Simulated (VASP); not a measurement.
# TaN in VASP: notebook, part 2 of 2

VASP 6.6.1. The steps go on from the part before.

## Step 3: Single point, PBEsol (strain +0.000 along x and y, +0.080 along z)

The input, INCAR:

```
PREC = Accurate ; ENCUT = 520
EDIFF = 1E-7 ; ISMEAR = 0
SIGMA = 0.15 ; LREAL = False
LASPH = True ; NELM = 60
ALGO = Normal ; ISIF = 2
LWAVE = False ; LCHARG = False
GGA = PS ; NBANDS = 15
```

The input, KPOINTS:

```
Automatic mesh
0
Gamma
  18 18 18
```

The input, POSCAR:

```
TaN
1.0
    0.0000000000      2.1790000000      2.3533200000
    2.1790000000      0.0000000000      2.3533200000
    2.1790000000      2.1790000000      0.0000000000
Ta N
1 1
Direct
    0.5000000000      0.5000000000      0.5000000000
    0.0000000000      0.0000000000      0.0000000000
```

Potentials or basis: VASP PAW PBE potentials, release 64 (Ta_pv, N).

Run with:

```console
$ cat potpaw_PBE.64/Ta_pv/POTCAR potpaw_PBE.64/N/POTCAR > POTCAR
$ mpirun -np 1 vasp_std > vasp.out
```

OUTCAR:

```text
PREC = Accurate
   ENCUT = 520
   EDIFF = 1E-7
   ISMEAR = 0
   LREAL = False
   LASPH = True
   NELM = 60
   ISIF = 2
   GGA = PS

 ion  position               nearest neighbor table
   1  0.500  0.500  0.500-   2 2.18   2 2.18   2 2.18   2 2.18   2 2.35   2 2.35
   2  0.000  0.000  0.000-   1 2.18   1 2.18   1 2.18   1 2.18   1 2.35   1 2.35

  LATTYP: Found a body centered tetragonal cell.
 ALAT       =     3.0815713524
 C/A-ratio  =     1.5273506474

  Lattice vectors:

 A1 = (  -2.1790000000,   0.0000000000,   2.3533200000)
 A2 = (   2.1790000000,   0.0000000000,   2.3533200000)
 A3 = (   0.0000000000,   2.1790000000,  -2.3533200000)

Analysis of symmetry for initial positions (statically):
=====================================================================
 Subroutine PRICEL returns:
 Original cell was already a primitive cell.

 Routine SETGRP: Setting up the symmetry group for a
 body centered tetragonal supercell.

 Subroutine GETGRP returns: Found 16 space group operations
 (whereof 16 operations were pure point group operations)
 out of a pool of 16 trial point group operations.

The static configuration has the point symmetry D_4h.

Analysis of symmetry for dynamics (positions and initial velocities):
=====================================================================
 Subroutine PRICEL returns:
 Original cell was already a primitive cell.

 Routine SETGRP: Setting up the symmetry group for a
 body centered tetragonal supercell.

 Subroutine GETGRP returns: Found 16 space group operations
 (whereof 16 operations were pure point group operations)
 out of a pool of 16 trial point group operations.

The dynamic configuration has the point symmetry D_4h.

 Subroutine INISYM returns: Found 16 space group operations
 (whereof 16 operations are pure point group operations),
 and found     1 'primitive' translations

----------------------------------------------------------------------------------------

                                     Primitive cell

[... 114 lines left out ...]
   LORBIT       =      0    0 simple, 1 ext, 2 COOP (PROOUT), +10 PAW based schemes
   GGA     = PS    functional components
   LHFCALC =     F    Hartree Fock is set to
   AEXX    =    0.0000 exact exchange contribution
   IVDW    =     0    specifies the selected vdW correction
   LEPSILON=     F    determine dielectric tensor
   LRPA    =     F    only Hartree local field effects (RPA)
 non-spin polarized calculation
 Gauss-broadening in eV      SIGMA  =   0.15
  energy-cutoff  :      520.00
  volume of cell :       22.35
 maximum number of plane-waves:       636
   NGX = 11   NGY = 11   NGZ = 11

 number of electron      16.0000000 magnetization

 Free energy of the ion-electron system (eV)
  ---------------------------------------------------
  ext. energy  EPLUGINS =         0.00000000
  ---------------------------------------------------
  free energy    TOTEN  =       -23.03858841 eV

  energy without entropy =      -23.02799402  energy(sigma->0) =      -23.03329121

 E-fermi :   8.7598     XC(G=0): -13.3079

 val. band max:        8.7495893191   @ k =   0.2778  -0.0000   0.0000
 cond. band min:       8.7703802503   @ k =  -0.3333   0.1111   0.3333
 fundamental gap:      0.0207909312
 Fermi energy:         8.7598217333

 k-point     1 :       0.0000    0.0000    0.0000
  band No.  band energies     occupation
      1     -26.9867      2.00000
      2     -26.9437      2.00000
      3     -26.9437      2.00000
      4      -9.6102      2.00000
      5       5.0051      2.00000
      6       5.2368      2.00000
      7       5.2368      2.00000
      8       6.2435      2.00000
      9       7.1709      2.00000
     10       7.1709      2.00000
     11       7.6404      2.00000
     12       9.3300      0.00000
     13      10.7717      0.00000
     14      18.2400      0.00000
[... 401 lines left out ...]
      2     -27.0471      2.00000
      3     -26.9468      2.00000
      4      -8.3369      2.00000
      5       1.4263      2.00000
      6       2.6639      2.00000
      7       2.8642      2.00000
      8       8.0075      2.00000
      9       8.3084      1.99998
     10       8.8310      0.50228
     11      10.1459      0.00000
     12      13.6759      0.00000
     13      13.9950      0.00000
     14      20.8498      0.00000
     15      21.1162      0.00000

 [... further k-points ...]
[... 5 lines left out ...]
  --------------------------------------------------------------------------------------
  -------------------------------------------------------------------------------------
  Total       -1.0462207     -1.0462207     -4.1035837      0.0000000      0.0000000      0.0000000
  in kB      -75.0081457    -75.0081457   -294.2039084      0.0000000      0.0000000      0.0000000
  external PRESSURE =    -148.0733999 kB  Pullay stress =       0.0000000 kB

 VOLUME and BASIS-vectors are now :
 -----------------------------------------------------------------------------
  energy-cutoff  :      520.00
  volume of cell :       22.35
      direct lattice vectors                 reciprocal lattice vectors
     0.000000000  2.179000000  2.353320000    -0.229463056  0.229463056  0.212465793
     2.179000000  0.000000000  2.353320000     0.229463056 -0.229463056  0.212465793
     2.179000000  2.179000000  0.000000000     0.229463056  0.229463056 -0.212465793

 POSITION                                       TOTAL-FORCE (eV/Angst)
 -----------------------------------------------------------------------------------
      2.17900      2.17900      2.35332         0.000000     -0.000000      0.000000
      0.00000      0.00000      0.00000        -0.000000      0.000000      0.000000
 -----------------------------------------------------------------------------------
    total drift:                                0.000000     -0.000000     -0.000000

  FREE ENERGIE OF THE ION-ELECTRON SYSTEM (eV)
  ---------------------------------------------------
  free  energy   TOTEN  =       -23.0385884100 eV

  energy  without entropy=      -23.0279940182  energy(sigma->0) =      -23.03329121
```

Run time: 2.8 min. Hardware: 1 thread of Intel Xeon 8259CL, shared host; peak memory 0.28 GiB.

What came out:

```
Free energy            : -23.0386 eV
Pressure               : -14.8 GPa
Band gap on the k mesh : zero (band 8 reaches 10.45 eV, above the bottom of band 9 at 7.01 eV)
```

Caveat: the cell differs from its parent crystal (strain +0.000 along x and y, +0.080 along z); the PAW data sets were made with another functional, which shifts forces and pressure a little; spin-orbit coupling is left out, which moves the levels of the heavy elements.

## Step 4: Single point, PBEsol (strain -0.080 along x and y, +0.000 along z)

The input, INCAR:

```
PREC = Accurate ; ENCUT = 520
EDIFF = 1E-6 ; ISMEAR = 0
SIGMA = 0.15 ; LREAL = F
LASPH = T ; NELM = 80
ALGO = Normal ; ISIF = 2
LWAVE = F ; LCHARG = F
GGA = PS ; NBANDS = 15
```

The input, KPOINTS:

```
regular mesh
0
Gamma
  18 18 18
```

The input, POSCAR:

```
TaN
1.0
    0.0000000000      2.0046800000      2.1790000000
    2.0046800000      0.0000000000      2.1790000000
    2.0046800000      2.0046800000      0.0000000000
Ta N
1 1
Direct
    0.5000000000      0.5000000000      0.5000000000
    0.0000000000      0.0000000000      0.0000000000
```

Run with:

```console
$ cat potpaw_PBE.64/Ta_pv/POTCAR potpaw_PBE.64/N/POTCAR > POTCAR
$ mpirun -np 1 vasp_std > vasp.out
```

Run time: 2.3 min. Hardware: 1 thread of Intel Xeon 8259CL, shared host; peak memory 0.25 GiB.

The run converged. Its results:

- Free energy: -21.9946 eV
- Pressure: 106.6 GPa
- Band gap on the k mesh: zero (band 8 reaches 14.08 eV, above the bottom of band 9 at 9.20 eV)

Stress tensor (GPa, compression positive):
```
139.14   0.00   0.00
  0.00 139.14   0.00
  0.00   0.00  41.40
```

Levels at points of the mesh, in eV from the Fermi level:
| k point | band 5 | band 6 | band 7 | band 8 | band 9 | band 10 | band 11 | band 12 |
| --- | --- | --- | --- | --- | --- | --- | --- | --- |
| (0.00, 0.00, 0.00) | -4.71 | -4.06 | -4.06 | -3.52 | -2.21 | -2.21 | -1.33 | 0.86 |
| (0.50, 0.00, 0.00) | -12.03 | -9.22 | -9.09 | 2.38 | 2.74 | 3.24 | 4.46 | 8.24 |
| (0.50, 0.50, 0.00) | -7.50 | -6.84 | -4.59 | -4.59 | 2.84 | 4.80 | 4.80 | 6.60 |
| (0.50, 0.00, 0.50) | -6.95 | -6.29 | -5.41 | -4.68 | 2.48 | 3.96 | 5.63 | 7.63 |

Caveat: the cell differs from its parent crystal (strain -0.080 along x and y, +0.000 along z); the PAW data sets were made with another functional, which shifts forces and pressure a little; spin-orbit coupling is left out, which moves the levels of the heavy elements.

## Step 5: Summary

| cell | gap on the mesh (eV) | pressure (GPa) |
| --- | --- | --- |
| a = 2.835 Å, angles 60.0°, 2 atoms | none | 170.0 |
| a = 3.207, b = 3.207, c = 3.082 Å, angles 61.3, 61.3, 57.4°, 2 atoms | none | -14.8 |
| a = 2.961, b = 2.961, c = 2.835 Å, angles 61.4, 61.4, 57.2°, 2 atoms | none | 106.6 |

Alike in all rows: task single point; level PBEsol; potentials or basis VASP PAW PBE potentials, release 64 (Ta_pv, N); no spin polarisation; k mesh 18 × 18 × 18; cutoff (eV) 520; smearing gaussian 0.15 eV.

Caveats: the PAW data sets were made with another functional, which shifts forces and pressure a little; spin-orbit coupling is left out, which moves the levels of the heavy elements.

Absolute energies hang on the potentials; compare differences alone.
